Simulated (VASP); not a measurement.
# MgO (Cm) in VASP: further runs

MgO is run at these levels: PBEsol; tasks: single point.

All numbers are computed with VASP 6.6.1; they aren't measurements. Logs are shortened: lines on timing, memory, paths and dates and some standing lists are left out, and cuts for length are marked.

## (1) The cell of the first run

Symmetry: Cm, No. 8, monoclinic system. The conventional cell has a = 4.215 Å, b = 4.215 Å, c = 2.981 Å, α = 90.00°, β = 135.00°, γ = 90.00°. Within 2.6 Å of Mg (site symmetry m) lie 6 O at 1.97 to 2.24 Å. O (site symmetry m) has 6 Mg at 1.97 to 2.24 Å within 2.6 Å.

## (2) Single point, PBEsol (mode 4 frozen in at -0.081 Å and mode 5 at -0.040 Å (largest displacements))

File INCAR:

```
SYSTEM = MgO
  ALGO = Normal
  EDIFF = 1E-6
  ENCUT = 520
  GGA = PS
  ISIF = 2
  ISMEAR = 0
  LASPH = .True.
  LCHARG = .False.
  LREAL = .False.
  LWAVE = .False.
  NBANDS = 11
  NELM = 80
  PREC = Accurate
  SIGMA = 0.05
```

File KPOINTS:

```
k-points
0
Gamma
  10 10 10
  0 0 0
```

File POSCAR:

```
MgO
1.0
    0.0000000000      2.1075959641      2.1075959641
    2.1075959641      0.0000000000      2.1075959641
    2.1075959641      2.1075959641      0.0000000000
Mg O
1 1
Direct
   -0.0063090101      0.0063090101      0.0189270304
    0.5095843797      0.4904156203      0.4712468609
```

Potentials or basis: VASP PAW PBE potentials, release 64 (Mg, O).

Launch:

```console
cat potpaw_PBE.64/Mg/POTCAR potpaw_PBE.64/O/POTCAR > POTCAR
mpirun -np 1 vasp_std > vasp.out
```

OUTCAR:

```text
SYSTEM = MgO
   EDIFF = 1E-6
   ENCUT = 520
   GGA = PS
   ISIF = 2
   ISMEAR = 0
   LASPH = .True.
   LREAL = .False.
   NELM = 80
   PREC = Accurate

 ion  position               nearest neighbor table
   1  0.994  0.006  0.019-   2 1.97   2 2.04   2 2.11   2 2.11   2 2.18   2 2.24
   2  0.510  0.490  0.471-   1 1.97   1 2.04   1 2.11   1 2.11   1 2.18   1 2.24

  LATTYP: Found a face centered cubic cell.
 ALAT       =     4.2151919282

  Lattice vectors:

 A1 = (   0.0000000000,   2.1075959641,   2.1075959641)
 A2 = (   2.1075959641,   0.0000000000,   2.1075959641)
 A3 = (   2.1075959641,   2.1075959641,   0.0000000000)

Analysis of symmetry for initial positions (statically):
=====================================================================
 Subroutine PRICEL returns:
 Original cell was already a primitive cell.

 Routine SETGRP: Setting up the symmetry group for a
 face centered cubic supercell.

 Subroutine GETGRP returns: Found  2 space group operations
 (whereof  2 operations were pure point group operations)
 out of a pool of 48 trial point group operations.

The static configuration has the point symmetry C_1h.

Analysis of symmetry for dynamics (positions and initial velocities):
=====================================================================
 Subroutine PRICEL returns:
 Original cell was already a primitive cell.

 Routine SETGRP: Setting up the symmetry group for a
 face centered cubic supercell.

 Subroutine GETGRP returns: Found  2 space group operations
 (whereof  2 operations were pure point group operations)
 out of a pool of 48 trial point group operations.

The dynamic configuration has the point symmetry C_1h.

 Subroutine INISYM returns: Found  2 space group operations
 (whereof  2 operations are pure point group operations),
 and found     1 'primitive' translations

----------------------------------------------------------------------------------------

                                     Primitive cell

  volume of cell :      18.7237

  direct lattice vectors                    reciprocal lattice vectors
     0.000000000  2.107595964  2.107595964    -0.237237122  0.237237122  0.237237122
     2.107595964  0.000000000  2.107595964     0.237237122 -0.237237122  0.237237122
     2.107595964  2.107595964  0.000000000     0.237237122  0.237237122 -0.237237122

  length of vectors
     2.980590796  2.980590796  2.980590796     0.410906748  0.410906748  0.410906748

  position of ions in fractional coordinates (direct lattice)
     0.993690990  0.006309010  0.018927030
     0.509584380  0.490415620  0.471246861

  ion indices of the primitive-cell ions
   primitive index   ion index
                 1           1
                 2           2

----------------------------------------------------------------------------------------

 KPOINTS: k-points

Automatic generation of k-mesh.
 Grid dimensions read from file:
 generate k-points for:   10   10   10

 Generating k-lattice:

  Cartesian coordinates                     Fractional coordinates (reciprocal lattice)
    -0.023723712  0.023723712  0.023723712     0.100000000  0.000000000  0.000000000
     0.023723712 -0.023723712  0.023723712     0.000000000  0.100000000  0.000000000
     0.023723712  0.023723712 -0.023723712     0.000000000  0.000000000  0.100000000

  Length of vectors
     0.041090675  0.041090675  0.041090675

  Shift w.r.t. Gamma in fractional coordinates (k-lattice)
     0.000000000  0.000000000  0.000000000

 Subroutine IBZKPT returns following result:
 ===========================================

 Found    282 irreducible k-points:

 Following reciprocal coordinates:
            Coordinates               Weight
  0.000000  0.000000  0.000000      1.000000
  0.100000  0.000000  0.000000      4.000000
  0.000000  0.000000  0.100000      4.000000
  0.200000  0.000000  0.000000      4.000000
  0.000000  0.000000  0.200000      4.000000
  0.300000  0.000000  0.000000      4.000000
[... 16 lines left out ...]
  0.100000  0.000000  0.300000      4.000000
  0.100000  0.100000 -0.200000      4.000000
 [... further k-points ...]
   k-points           NKPTS =    282   k-points in BZ     NKDIM =    282   number of bands    NBANDS=     11
   number of dos      NEDOS =    301   number of ions     NIONS =      2
   total plane-waves  NPLWV =  13824
   dimension x,y,z NGX =    24 NGY =   24 NGZ =   24
   dimension x,y,z NGXF=    48 NGYF=   48 NGZF=   48
   ions per type =               1   1
   NGX,Y,Z   is equivalent  to a cutoff of  13.39, 13.39, 13.39 a.u.
   NGXF,Y,Z  is equivalent  to a cutoff of  26.77, 26.77, 26.77 a.u.
 SYSTEM =  MgO
   PREC   = accura    normal or accurate (medium, high low for compatibility)
   ISTART =      0    job   : 0-new  1-cont  2-samecut
   ICHARG =      2    charge: 1-file 2-atom 10-const
   ISPIN  =      1    spin polarized calculation?
   LNONCOLLINEAR =      F non collinear calculations
   LSORBIT =      F    spin-orbit coupling
   LASPH  =      T    aspherical Exc in radial PAW
   ENCUT  =  520.0 eV  38.22 Ry    6.18 a.u.   5.54  5.54  5.54*2*pi/ulx,y,z
   NELM   =     80;   NELMIN=  2; NELMDL= -5     # of ELM steps
   EDIFF  = 0.1E-05   stopping-criterion for ELM
   LREAL  =      F    real-space projection
   EDIFFG = 0.1E-04   stopping-criterion for IOM
   NSW    =      0    number of steps for IOM
   IBRION =     -1    ionic relax: 0-MD 1-quasi-New 2-CG
   NFREE  =      0    steps in history (QN), initial steepest desc. (CG)
   ISIF   =      2    stress and relaxation
   ISYM   =      2    0-nonsym 1-usesym 2-fastsym
   POTIM  = 0.5000    time-step for ionic-motion
   TEBEG  =    0.0;   TEEND  =   0.0 temperature during run
   PSTRESS=    0.0 pullay stress
   NELECT =       8.0000    total number of electrons
   NUPDOWN=      -1.0000    fix difference up-down
   EMIN   =  10.00;   EMAX   =-10.00  energy-range for DOS
   EFERMI =   0.00;   METHOD = LEGACY
   ISMEAR =     0;   SIGMA  =   0.05  broadening in eV -4-tet -1-fermi 0-gaus
   EFERMI_NEDOS =   21; number of points for ismear=-14 and -15
   IALGO  =     38    algorithm
   IMIX   =      4    mixing-type and parameters
     AMIX     =   0.40;   BMIX     =  1.00
     AMIX_MAG =   1.60;   BMIX_MAG =  1.00
  volume/ion in A,a.u.               =       9.36        63.18
  Fermi-wavevector in a.u.,A,eV,Ry     =   1.233031  2.330091 20.685841  1.520366
  Thomas-Fermi vector in A             =   2.367778
   LORBIT       =      0    0 simple, 1 ext, 2 COOP (PROOUT), +10 PAW based schemes
   GGA     = PS    functional components
   LHFCALC =     F    Hartree Fock is set to
   AEXX    =    0.0000 exact exchange contribution
   IVDW    =     0    specifies the selected vdW correction
   LEPSILON=     F    determine dielectric tensor
   LRPA    =     F    only Hartree local field effects (RPA)
 non-spin polarized calculation
 Gauss-broadening in eV      SIGMA  =   0.05
  energy-cutoff  :      520.00
  volume of cell :       18.72
 maximum number of plane-waves:       531
 NGX is ok and might be reduce to    24
   NGX = 11   NGY = 11   NGZ = 11

 number of electron       7.9999998 magnetization

 Free energy of the ion-electron system (eV)
  ---------------------------------------------------
  ext. energy  EPLUGINS =         0.00000000
  ---------------------------------------------------
  free energy    TOTEN  =       -12.44974704 eV

  energy without entropy =      -12.44974704  energy(sigma->0) =      -12.44974704

 E-fermi :   3.3217     XC(G=0): -11.2910

 val. band max:        3.0302722200   @ k =   0.0000   0.0000   0.0000
 cond. band min:       7.6356886248   @ k =   0.0000   0.0000   0.0000
 fundamental gap:      4.6054164048
 Fermi energy:         3.3216642096

 k-point     1 :       0.0000    0.0000    0.0000
  band No.  band energies     occupation
      1     -14.1549      2.00000
      2       2.9961      2.00000
      3       3.0286      2.00000
      4       3.0303      2.00000
      5       7.6357      0.00000
      6      18.6751      0.00000
      7      18.7591      0.00000
      8      18.7914      0.00000
      9      22.4553      0.00000
     10      24.4117      0.00000
     11      24.4542      0.00000

 k-point     2 :       0.1000    0.0000    0.0000
  band No.  band energies     occupation
      1     -14.0481      2.00000
      2       2.3421      2.00000
      3       2.9531      2.00000
      4       2.9747      2.00000
      5       8.2653      0.00000
      6      17.4007      0.00000
      7      18.9605      0.00000
      8      19.0333      0.00000
      9      23.6684      0.00000
     10      23.6930      0.00000
     11      24.2166      0.00000

 k-point     3 :       0.0000    0.0000    0.1000
  band No.  band energies     occupation
      1     -14.0481      2.00000
      2       2.3627      2.00000
      3       2.9332      2.00000
      4       2.9662      2.00000
      5       8.2707      0.00000
      6      17.4648      0.00000
      7      18.9132      0.00000
      8      19.0085      0.00000
      9      23.6681      0.00000
     10      23.7221      0.00000
     11      24.2054      0.00000

 k-point     4 :       0.2000    0.0000    0.0000
  band No.  band energies     occupation
      1     -13.7541      2.00000
      2       1.0214      2.00000
      3       2.7860      2.00000
      4       2.8088      2.00000
      5       9.4556      0.00000
      6      15.8678      0.00000
      7      19.4058      0.00000
      8      19.4570      0.00000
      9      23.0130      0.00000
     10      23.0940      0.00000
     11      25.1741      0.00000

 k-point     5 :       0.0000    0.0000    0.2000
  band No.  band energies     occupation
      1     -13.7540      2.00000
      2       1.0342      2.00000
      3       2.7637      2.00000
      4       2.7978      2.00000
      5       9.4699      0.00000
      6      15.9213      0.00000
      7      19.3794      0.00000
      8      19.4639      0.00000
      9      22.9995      0.00000
     10      23.0596      0.00000
     11      25.1659      0.00000
[... 211 lines left out ...]
 k-point    21 :       0.3000    0.1000    0.0000
  band No.  band energies     occupation
      1     -13.4240      2.00000
      2       0.0942      2.00000
      3       2.4692      2.00000
      4       2.5126      2.00000
      5      10.5413      0.00000
      6      14.9798      0.00000
      7      18.7982      0.00000
      8      19.9524      0.00000
      9      21.7957      0.00000
     10      24.6309      0.00000
     11      26.1538      0.00000

 k-point    22 :       0.0000    0.3000    0.1000
  band No.  band energies     occupation
      1     -13.4241      2.00000
      2       0.1000      2.00000
      3       2.4821      2.00000
      4       2.5034      2.00000
      5      10.5101      0.00000
      6      14.9775      0.00000
      7      18.9646      0.00000
      8      19.7445      0.00000
      9      21.9554      0.00000
     10      24.6322      0.00000
     11      25.9783      0.00000

 k-point    23 :       0.1000    0.0000    0.3000
  band No.  band energies     occupation
      1     -13.4237      2.00000
      2       0.1030      2.00000
      3       2.4583      2.00000
      4       2.4936      2.00000
      5      10.5512      0.00000
      6      15.0142      0.00000
      7      18.9293      0.00000
      8      19.8366      0.00000
      9      21.7598      0.00000
     10      24.6424      0.00000
     11      26.0876      0.00000

 k-point    24 :       0.1000    0.1000   -0.2000
  band No.  band energies     occupation
      1     -13.4238      2.00000
      2       0.1019      2.00000
      3       2.4676      2.00000
      4       2.4878      2.00000
      5      10.5588      0.00000
      6      15.0116      0.00000
      7      18.9488      0.00000
      8      19.6875      0.00000
      9      21.8781      0.00000
     10      24.6949      0.00000
     11      26.0600      0.00000

 [... further k-points ...]
[... 5 lines left out ...]
  --------------------------------------------------------------------------------------
  -------------------------------------------------------------------------------------
  Total        0.6428658      0.0670998     -0.1165908     -0.0660907      0.0000000      0.0000000
  in kB       55.0096449      5.7416929     -9.9766076     -5.6553449      0.0000000      0.0000000
  external PRESSURE =      16.9249101 kB  Pullay stress =       0.0000000 kB

 VOLUME and BASIS-vectors are now :
 -----------------------------------------------------------------------------
  energy-cutoff  :      520.00
  volume of cell :       18.72
      direct lattice vectors                 reciprocal lattice vectors
     0.000000000  2.107595964  2.107595964    -0.237237122  0.237237122  0.237237122
     2.107595964  0.000000000  2.107595964     0.237237122 -0.237237122  0.237237122
     2.107595964  2.107595964  0.000000000     0.237237122  0.237237122 -0.237237122

 POSITION                                       TOTAL-FORCE (eV/Angst)
 -----------------------------------------------------------------------------------
      0.05319      2.13419      2.10760        -0.800185     -0.343800      0.000000
      2.02680      2.06720      2.10760         0.800185      0.343800      0.000000
 -----------------------------------------------------------------------------------
    total drift:                                0.000389      0.000143     -0.000000

  FREE ENERGIE OF THE ION-ELECTRON SYSTEM (eV)
  ---------------------------------------------------
  free  energy   TOTEN  =       -12.4497470383 eV

  energy  without entropy=      -12.4497470383  energy(sigma->0) =      -12.44974704
```

Wall time 22 s (1 thread of Intel Xeon Platinum 8559C (Emerald Rapids), shared host); peak memory 0.18 GiB.

Results:

```yaml
Free_energy: -12.4497 eV
Pressure: 1.7 GPa
Largest_force: 0.871 eV/Å
Band_gap_on_the_k_mesh: 4.61 eV, direct
```

Forces in eV/Å, atoms in the order of the input:
```
Mg  -0.800 -0.344  0.000
O    0.800  0.344  0.000
```

Caveat: the cell differs from its parent crystal (mode 4 frozen in at -0.081 Å and mode 5 at -0.040 Å (largest displacements)); the PAW data sets were made with another functional, which shifts forces and pressure a little.

## (3) Single point, PBEsol (mode 4 frozen in at -0.202 Å and mode 5 at -0.081 Å (largest displacements))

File INCAR:

```
  PREC = Accurate
  ENCUT = 520
  EDIFF = 1E-6
  ISMEAR = 0
  SIGMA = 0.05
  LREAL = False
  LASPH = True
  NELM = 80
  ALGO = Normal
  ISIF = 2
  LWAVE = False
  LCHARG = False
  GGA = PS
  NBANDS = 11
```

File KPOINTS:

```
regular mesh
0
Gamma
  10 10 10
```

File POSCAR:

```
MgO
1.0
    0.0000000000      2.1075959641      2.1075959641
    2.1075959641      0.0000000000      2.1075959641
    2.1075959641      2.1075959641      0.0000000000
Mg O
1 1
Direct
   -0.0189270304      0.0189270304      0.0441630709
    0.5287531391      0.4712468609      0.4329093420
```

Potentials or basis: VASP PAW PBE potentials, release 64 (Mg, O).

Launch:

```console
cat potpaw_PBE.64/Mg/POTCAR potpaw_PBE.64/O/POTCAR > POTCAR
mpirun -np 1 vasp_std > vasp.out
```

Run time: 33 s. Hardware: 1 thread of Intel Xeon Platinum 8559C (Emerald Rapids), shared host; peak memory 0.18 GiB.

The run converged. Its results:

| Item | Value |
| --- | --- |
| Free energy | -12.0536 eV |
| Pressure | 13.5 GPa |
| Largest force | 3.292 eV/Å |
| Band gap on the k mesh | 4.57 eV, direct |

Forces on the atoms (eV/Å):
```
Mg  -3.264 -0.426  0.000
O    3.264  0.426  0.000
```

Stress tensor (GPa, compression positive):
```
41.27 -4.15  0.00
-4.15  2.49  0.00
 0.00  0.00 -3.23
```

Levels at points of the mesh, in eV from the valence-band top:
| k point | band 1 | band 2 | band 3 | band 4 | band 5 | band 6 | band 7 | band 8 |
| --- | --- | --- | --- | --- | --- | --- | --- | --- |
| (0.00, 0.00, 0.00) | -17.13 | -0.15 | 0.00 | 0.00 | 4.57 | 15.80 | 16.25 | 16.38 |
| (0.50, 0.00, 0.00) | -15.87 | -4.55 | -0.59 | -0.47 | 7.73 | 11.96 | 16.04 | 16.63 |
| (0.00, 0.00, 0.50) | -15.87 | -4.55 | -0.71 | -0.55 | 7.93 | 12.15 | 16.15 | 16.48 |
| (0.50, 0.50, 0.00) | -15.59 | -4.03 | -1.43 | -1.28 | 9.20 | 9.56 | 13.09 | 18.56 |
| (0.00, 0.50, 0.50) | -15.61 | -3.89 | -1.29 | -1.28 | 9.10 | 9.18 | 13.06 | 18.95 |
| (0.50, 0.00, 0.50) | -15.59 | -4.02 | -1.39 | -1.28 | 9.31 | 9.36 | 13.09 | 18.72 |

Caveat: the cell differs from its parent crystal (mode 4 frozen in at -0.202 Å and mode 5 at -0.081 Å (largest displacements)); the PAW data sets were made with another functional, which shifts forces and pressure a little.

(Continued in part 2 of 2.)
